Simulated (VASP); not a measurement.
# GaAs (F-43m) in VASP: settings compared

Aim: see how the results for GaAs move with the level of theory and the settings. Levels: PBEsol, RPBE. Tasks: single point, relaxation of cell and atoms.

Program: VASP 6.6.1. These are calculated values, not measurements. Logs are shortened: lines on timing, memory, paths and dates and some standing lists are left out, and cuts for length are marked.

## 1. The cell of the first run

Symmetry: F-43m, No. 216, cubic system. The conventional cell has a = 5.658 Å, b = 5.658 Å, c = 5.658 Å, α = 90.00°, β = 90.00°, γ = 90.00°. Ga (site symmetry -43m) has 4 As at 2.45 Å within 3.2 Å. Within 3.2 Å of As (site symmetry -43m) lie 4 Ga at 2.45 Å.

## 2. Single point, PBEsol

INCAR reads:

```
PREC = Accurate
ENCUT = 500
EDIFF = 1E-6
ISMEAR = 0
SIGMA = 0.02
LREAL = Auto
LASPH = T
NELM = 120
ALGO = Normal
ISIF = 2
LWAVE = F
LCHARG = T
GGA = PS
LELF = T
LVHAR = T
NBANDS = 166
GGA_COMPAT = F
```

KPOINTS reads:

```
Automatic mesh
0
Gamma
  3 3 3
```

POSCAR reads:

```
GaAs
1.0
   -5.6579527740      5.6579527740     -5.6579527740
   -5.6579527740     -5.6579527740      5.6579527740
    5.6579527740      5.6579527740      5.6579527740
Ga As
16 16
Direct
    0.7500000000      0.7500000000      0.5000000000
    0.5000000000      0.0000000000      0.5000000000
    0.5000000000      0.7500000000      0.7500000000
    0.2500000000      0.2500000000      0.5000000000
    0.2500000000      0.0000000000      0.7500000000
    0.2500000000      0.7500000000      0.0000000000
    0.0000000000      0.5000000000      0.5000000000
    0.0000000000      0.2500000000      0.7500000000
    0.0000000000      0.0000000000      0.0000000000
    0.0000000000      0.7500000000      0.2500000000
    0.7500000000      0.5000000000      0.7500000000
    0.7500000000      0.2500000000      0.0000000000
    0.7500000000      0.0000000000      0.2500000000
    0.5000000000      0.5000000000      0.0000000000
    0.5000000000      0.2500000000      0.2500000000
    0.2500000000      0.5000000000      0.2500000000
    0.0000000000      0.0000000000      0.7500000000
    0.7500000000      0.2500000000      0.7500000000
    0.7500000000      0.0000000000      0.0000000000
    0.5000000000      0.5000000000      0.7500000000
    0.5000000000      0.2500000000      0.0000000000
    0.5000000000      0.0000000000      0.2500000000
    0.2500000000      0.7500000000      0.7500000000
    0.2500000000      0.5000000000      0.0000000000
    0.2500000000      0.2500000000      0.2500000000
    0.2500000000      0.0000000000      0.5000000000
    0.0000000000      0.7500000000      0.0000000000
    0.0000000000      0.5000000000      0.2500000000
    0.0000000000      0.2500000000      0.5000000000
    0.7500000000      0.7500000000      0.2500000000
    0.7500000000      0.5000000000      0.5000000000
    0.5000000000      0.7500000000      0.5000000000
```

Potentials or basis: VASP PAW PBE potentials, release 64 (Ga_d, As).

Launch:

```sh
> cat potpaw_PBE.64/Ga_d/POTCAR potpaw_PBE.64/As/POTCAR > POTCAR
> mpirun -np 1 vasp_std > vasp.out
```

OUTCAR:

```text
PREC = Accurate
   ENCUT = 500
   EDIFF = 1E-6
   ISMEAR = 0
   LREAL = Auto
   LASPH = T
   NELM = 120
   ISIF = 2
   GGA = PS

 ion  position               nearest neighbor table
   1  0.750  0.750  0.500-  17 2.45  30 2.45  31 2.45  32 2.45
   2  0.500  0.000  0.500-  18 2.45  22 2.45  26 2.45  32 2.45
   3  0.500  0.750  0.750-  19 2.45  20 2.45  23 2.45  32 2.45
   4  0.250  0.250  0.500-  20 2.45  25 2.45  26 2.45  29 2.45
   5  0.250  0.000  0.750-  17 2.45  21 2.45  23 2.45  26 2.45
   6  0.250  0.750  0.000-  22 2.45  23 2.45  24 2.45  27 2.45
[... 24 lines left out ...]
  31  0.750  0.500  0.500-   1 2.45   7 2.45  11 2.45  15 2.45
  32  0.500  0.750  0.500-   1 2.45   2 2.45   3 2.45  16 2.45

  LATTYP: Found a body centered cubic cell.
 ALAT       =    11.3159055480

  Lattice vectors:

 A1 = (  -5.6579527740,   5.6579527740,  -5.6579527740)
 A2 = (  -5.6579527740,  -5.6579527740,   5.6579527740)
 A3 = (   5.6579527740,   5.6579527740,   5.6579527740)

Analysis of symmetry for initial positions (statically):
=====================================================================
 Subroutine PRICEL returns following result:

  LATTYP: Found a face centered cubic cell.
 ALAT       =     5.6579527740

  Lattice vectors:

 A1 = (   0.0000000000,  -2.8289763870,   2.8289763870)
 A2 = (   2.8289763870,  -2.8289763870,   0.0000000000)
 A3 = (   2.8289763870,  -0.0000000000,   2.8289763870)

  16 primitive cells build up your supercell.

 Routine SETGRP: Setting up the symmetry group for a
 body centered cubic supercell.

 Subroutine GETGRP returns: Found 24 space group operations
 (whereof 24 operations were pure point group operations)
 out of a pool of 48 trial point group operations.

The static configuration has the point symmetry T_d .

Analysis of symmetry for dynamics (positions and initial velocities):
=====================================================================
 Subroutine PRICEL returns following result:

  LATTYP: Found a face centered cubic cell.
 ALAT       =     5.6579527740

  Lattice vectors:

 A1 = (   0.0000000000,  -2.8289763870,   2.8289763870)
 A2 = (   2.8289763870,  -2.8289763870,   0.0000000000)
 A3 = (   2.8289763870,  -0.0000000000,   2.8289763870)

  16 primitive cells build up your supercell.

 Routine SETGRP: Setting up the symmetry group for a
 body centered cubic supercell.

 Subroutine GETGRP returns: Found 24 space group operations
 (whereof 24 operations were pure point group operations)
 out of a pool of 48 trial point group operations.

The dynamic configuration has the point symmetry T_d .

 Subroutine INISYM returns: Found 24 space group operations
 (whereof 24 operations are pure point group operations),
 and found    16 'primitive' translations

----------------------------------------------------------------------------------------

                                     Primitive cell

  volume of cell :      45.2812

  direct lattice vectors                    reciprocal lattice vectors
     0.000000000 -2.828976387  2.828976387    -0.176742373 -0.176742373  0.176742373
     2.828976387 -2.828976387  0.000000000     0.176742373 -0.176742373 -0.176742373
     2.828976387 -0.000000000  2.828976387     0.176742373  0.176742373  0.176742373

  length of vectors
     4.000776774  4.000776774  4.000776774     0.306126770  0.306126770  0.306126770

  position of ions in fractional coordinates (direct lattice)
     0.000000000  0.000000000  0.000000000
     0.250000000  0.250000000  0.250000000

  ion indices of the primitive-cell ions
   primitive index   ion index
                 1           1
                 2          32

----------------------------------------------------------------------------------------

 KPOINTS: Automatic mesh

Automatic generation of k-mesh.
 Grid dimensions read from file:
 generate k-points for:    3    3    3

 Generating k-lattice:

  Cartesian coordinates                     Fractional coordinates (reciprocal lattice)
    -0.029457062  0.029457062  0.000000000     0.333333333  0.000000000  0.000000000
    -0.029457062  0.000000000  0.029457062     0.000000000  0.333333333  0.000000000
     0.000000000  0.029457062  0.029457062     0.000000000  0.000000000  0.333333333

  Length of vectors
     0.041658577  0.041658577  0.041658577

  Shift w.r.t. Gamma in fractional coordinates (k-lattice)
     0.000000000  0.000000000  0.000000000

 Subroutine IBZKPT returns following result:
 ===========================================

 Found      4 irreducible k-points:

 Following reciprocal coordinates:
            Coordinates               Weight
  0.000000  0.000000  0.000000      1.000000
  0.333333  0.000000  0.000000     12.000000
  0.333333  0.333333  0.000000      8.000000
 -0.333333  0.333333  0.333333      6.000000
   k-points           NKPTS =      4   k-points in BZ     NKDIM =      4   number of bands    NBANDS=    166
   number of dos      NEDOS =    301   number of ions     NIONS =     32
   total plane-waves  NPLWV = 373248
   dimension x,y,z NGX =    72 NGY =   72 NGZ =   72
   dimension x,y,z NGXF=   144 NGYF=  144 NGZF=  144
   ions per type =              16  16
   NGX,Y,Z   is equivalent  to a cutoff of  12.21, 12.21, 12.21 a.u.
   NGXF,Y,Z  is equivalent  to a cutoff of  24.43, 24.43, 24.43 a.u.
 SYSTEM =  unknown system
   PREC   = accura    normal or accurate (medium, high low for compatibility)
   ISTART =      0    job   : 0-new  1-cont  2-samecut
   ICHARG =      2    charge: 1-file 2-atom 10-const
   ISPIN  =      1    spin polarized calculation?
   LNONCOLLINEAR =      F non collinear calculations
   LSORBIT =      F    spin-orbit coupling
   LASPH  =      T    aspherical Exc in radial PAW
   ENCUT  =  500.0 eV  36.75 Ry    6.06 a.u.  17.87 17.87 17.87*2*pi/ulx,y,z
   NELM   =    120;   NELMIN=  2; NELMDL= -5     # of ELM steps
   EDIFF  = 0.1E-05   stopping-criterion for ELM
   LREAL  =      T    real-space projection
   EDIFFG = 0.1E-04   stopping-criterion for IOM
   NSW    =      0    number of steps for IOM
   IBRION =     -1    ionic relax: 0-MD 1-quasi-New 2-CG
   NFREE  =      0    steps in history (QN), initial steepest desc. (CG)
   ISIF   =      2    stress and relaxation
   ISYM   =      2    0-nonsym 1-usesym 2-fastsym
   POTIM  = 0.5000    time-step for ionic-motion
   TEBEG  =    0.0;   TEEND  =   0.0 temperature during run
   PSTRESS=    0.0 pullay stress
   NELECT =     288.0000    total number of electrons
   NUPDOWN=      -1.0000    fix difference up-down
   EMIN   =  10.00;   EMAX   =-10.00  energy-range for DOS
   EFERMI =   0.00;   METHOD = LEGACY
   ISMEAR =     0;   SIGMA  =   0.02  broadening in eV -4-tet -1-fermi 0-gaus
   EFERMI_NEDOS =   21; number of points for ismear=-14 and -15
   IALGO  =     38    algorithm
   IMIX   =      4    mixing-type and parameters
     AMIX     =   0.40;   BMIX     =  1.00
     AMIX_MAG =   1.60;   BMIX_MAG =  1.00
  volume/ion in A,a.u.               =      22.64       152.79
  Fermi-wavevector in a.u.,A,eV,Ry     =   1.203722  2.274706 19.714129  1.448948
  Thomas-Fermi vector in A             =   2.339468
   LORBIT       =      0    0 simple, 1 ext, 2 COOP (PROOUT), +10 PAW based schemes
   GGA     = PS    functional components
   LHFCALC =     F    Hartree Fock is set to
   AEXX    =    0.0000 exact exchange contribution
   IVDW    =     0    specifies the selected vdW correction
   LEPSILON=     F    determine dielectric tensor
   LRPA    =     F    only Hartree local field effects (RPA)
 non-spin polarized calculation
 Gauss-broadening in eV      SIGMA  =   0.02
  energy-cutoff  :      500.00
  volume of cell :      724.50
 maximum number of plane-waves:     18435
   NGX = 35   NGY = 35   NGZ = 35

 number of electron     287.9999939 magnetization

 Free energy of the ion-electron system (eV)
  ---------------------------------------------------
  ext. energy  EPLUGINS =         0.00000000
  ---------------------------------------------------
  free energy    TOTEN  =      -145.47742683 eV

  energy without entropy =     -145.47742683  energy(sigma->0) =     -145.47742683

 E-fermi :   3.8740     XC(G=0):  -9.7630

 val. band max:        3.7823609644   @ k =   0.0000   0.0000   0.0000
 cond. band min:       4.2217920909   @ k =   0.0000   0.0000   0.0000
 fundamental gap:      0.4394311265
 Fermi energy:         3.8739828148

 k-point     1 :       0.0000    0.0000    0.0000
  band No.  band energies     occupation
      1     -11.0997      2.00000
      2     -11.0997      2.00000
      3     -11.0997      2.00000
      4     -11.0648      2.00000
      5     -11.0648      2.00000
      6     -11.0648      2.00000
[... 148 lines left out ...]
    155       6.4497      0.00000
    156       6.4497      0.00000

 k-point     2 :       0.3333    0.0000    0.0000
  band No.  band energies     occupation
      1     -11.0940      2.00000
      2     -11.0913      2.00000
      3     -11.0913      2.00000
      4     -11.0817      2.00000
      5     -11.0747      2.00000
      6     -11.0747      2.00000
[... 148 lines left out ...]
    155       6.2254      0.00000
    156       6.3172      0.00000

 k-point     3 :       0.3333    0.3333    0.0000
  band No.  band energies     occupation
      1     -11.0841      2.00000
      2     -11.0841      2.00000
      3     -11.0841      2.00000
      4     -11.0841      2.00000
      5     -11.0841      2.00000
      6     -11.0841      2.00000
[... 148 lines left out ...]
    155       6.2374      0.00000
    156       6.2374      0.00000

 k-point     4 :      -0.3333    0.3333    0.3333
  band No.  band energies     occupation
      1     -11.0903      2.00000
      2     -11.0903      2.00000
      3     -11.0838      2.00000
      4     -11.0838      2.00000
      5     -11.0838      2.00000
      6     -11.0838      2.00000
[... 148 lines left out ...]
    155       6.3372      0.00000
    156       6.8248      0.00000
 [bands above 156 left out]

------------------------ aborting loop because EDIFF is reached ----------------------------------------

  FORCE on cell =-STRESS in cart. coord.  units (eV):
  Direction    XX          YY          ZZ          XY          YZ          ZX
  --------------------------------------------------------------------------------------
  -------------------------------------------------------------------------------------
  Total        0.8298191      0.8298191      0.8298191      0.0000000      0.0000000     -0.0000000
  in kB        1.8350845      1.8350845      1.8350845      0.0000000      0.0000000     -0.0000000
  external PRESSURE =       1.8350845 kB  Pullay stress =       0.0000000 kB

 VOLUME and BASIS-vectors are now :
 -----------------------------------------------------------------------------
  energy-cutoff  :      500.00
  volume of cell :      724.50
      direct lattice vectors                 reciprocal lattice vectors
    -5.657952774  5.657952774 -5.657952774    -0.088371187  0.088371187  0.000000000
    -5.657952774 -5.657952774  5.657952774    -0.088371187  0.000000000  0.088371187
     5.657952774  5.657952774  5.657952774     0.000000000  0.088371187  0.088371187

 POSITION                                       TOTAL-FORCE (eV/Angst)
 -----------------------------------------------------------------------------------
     -5.65795      2.82898      2.82898        -0.000000     -0.000000     -0.000000
      0.00000      5.65795      0.00000         0.000000     -0.000000     -0.000000
     -2.82898      2.82898      5.65795         0.000000     -0.000000     -0.000000
      0.00000      2.82898      2.82898         0.000000     -0.000000     -0.000000
      2.82898      5.65795      2.82898        -0.000000     -0.000000     -0.000000
     -5.65795     -2.82898      2.82898         0.000000      0.000000     -0.000000
[... 24 lines left out ...]
     -4.24346      4.24346      1.41449        -0.000000      0.000000     -0.000000
     -4.24346      1.41449      4.24346         0.000000     -0.000000      0.000000
 -----------------------------------------------------------------------------------
    total drift:                                0.000005      0.000000      0.000000

  FREE ENERGIE OF THE ION-ELECTRON SYSTEM (eV)
  ---------------------------------------------------
  free  energy   TOTEN  =      -145.4774268259 eV

  energy  without entropy=     -145.4774268259  energy(sigma->0) =     -145.47742683
```

It took 30 min on 1 thread of Intel Xeon 8259CL, shared host; peak memory 0.89 GiB.

What came out:

```
Free energy            : -145.4774 eV
Pressure               : 0.2 GPa
Band gap on the k mesh : 0.44 eV
```

Levels at points of the mesh, in eV from the valence-band top:
```tsv
k point	band 141	band 142	band 143	band 144	band 145	band 146	band 147	band 148
(0.00, 0.00, 0.00)	-1.23	0.00	0.00	0.00	0.44	1.35	1.35	1.35
```

Caveat: the PAW data sets were made with another functional, which shifts forces and pressure a little.

## 3. Single point, PBEsol

This run uses another cell than the first one: it holds 2 atoms, not 32.

INCAR reads:

```
SYSTEM = GaAs
ALGO = Normal
EDIFF = 1E-6
ENCUT = 500
GGA = PS
GGA_COMPAT = .False.
ISIF = 2
ISMEAR = 0
LASPH = .True.
LCHARG = .False.
LREAL = .False.
LWAVE = .False.
NBANDS = 16
NELM = 120
PREC = Accurate
SIGMA = 0.02
```

KPOINTS reads:

```
k-points
0
Gamma
  10 10 10
  0 0 0
```

POSCAR reads:

```
GaAs
1.0
    0.0000000000      2.8289763870      2.8289763870
    2.8289763870      0.0000000000      2.8289763870
    2.8289763870      2.8289763870      0.0000000000
Ga As
1 1
Direct
    0.0000000000      0.0000000000      0.0000000000
    0.7500000000      0.7500000000      0.7500000000
```

Potentials or basis: VASP PAW PBE potentials, release 64 (Ga_d, As).

Launch:

```sh
> cat potpaw_PBE.64/Ga_d/POTCAR potpaw_PBE.64/As/POTCAR > POTCAR
> mpirun -np 1 vasp_std > vasp.out
```

Run time: 28 s. Hardware: 1 thread of AMD EPYC 7R43 (Zen 3), shared host; peak memory 0.14 GiB.

The run converged. Its results:

* Free energy: -9.0914 eV
* Pressure: 0.2 GPa
* Band gap on the k mesh: 0.44 eV

Levels at points of the mesh, in eV from the valence-band top:
| k point | band 6 | band 7 | band 8 | band 9 | band 10 | band 11 | band 12 | band 13 |
| --- | --- | --- | --- | --- | --- | --- | --- | --- |
| (0.00, 0.00, 0.00) | -12.74 | 0.00 | 0.00 | 0.00 | 0.44 | 3.69 | 3.69 | 3.69 |
| (0.50, 0.00, 0.00) | -10.96 | -6.67 | -1.15 | -1.15 | 0.92 | 4.58 | 4.58 | 7.58 |
| (0.50, 0.50, 0.00) | -10.22 | -6.84 | -2.69 | -2.69 | 1.35 | 1.57 | 10.11 | 10.11 |

Caveat: the PAW data sets were made with another functional, which shifts forces and pressure a little.

## 4. Single point, RPBE

This run uses another cell than the first one: it holds 2 atoms, not 32.

INCAR reads:

```
PREC = Accurate
ENCUT = 500
EDIFF = 1E-6
ISMEAR = 0
SIGMA = 0.01
LREAL = False
LASPH = True
NELM = 120
ALGO = Normal
ISIF = 2
LWAVE = False
LCHARG = False
GGA = RP
NBANDS = 16
GGA_COMPAT = False
```

KPOINTS reads:

```
regular mesh
0
Gamma
  10 10 10
```

POSCAR reads:

```
GaAs
1.0
    0.0000000000      2.9015941840      2.9015941840
    2.9015941840      0.0000000000      2.9015941840
    2.9015941840      2.9015941840      0.0000000000
Ga As
1 1
Direct
    0.0000000000      0.0000000000      0.0000000000
    0.7500000000      0.7500000000      0.7500000000
```

Launch:

```sh
> cat potpaw_PBE.64/Ga_d/POTCAR potpaw_PBE.64/As/POTCAR > POTCAR
> mpirun -np 1 vasp_std > vasp.out
```

Wall time 42 s (1 thread of AMD EPYC 7R43 (Zen 3), shared host); peak memory 0.15 GiB.

The run converged. Its results:

```
Free energy            : -7.6001 eV
Pressure               : 0.1 GPa
Band gap on the k mesh : 0.07 eV
```

Levels at points of the mesh, in eV from the valence-band top:
```tsv
k point	band 7	band 8	band 9	band 10	band 11	band 12
(0.00, 0.00, 0.00)	0.00	0.00	0.00	0.07	3.74	3.74
(0.50, 0.00, 0.00)	-6.19	-1.02	-1.02	0.89	4.64	4.64
(0.50, 0.50, 0.00)	-6.43	-2.40	-2.40	1.71	1.77	9.61
```

Caveat: the PAW data sets were made with another functional, which shifts forces and pressure a little.

[end of part 1 of 2]
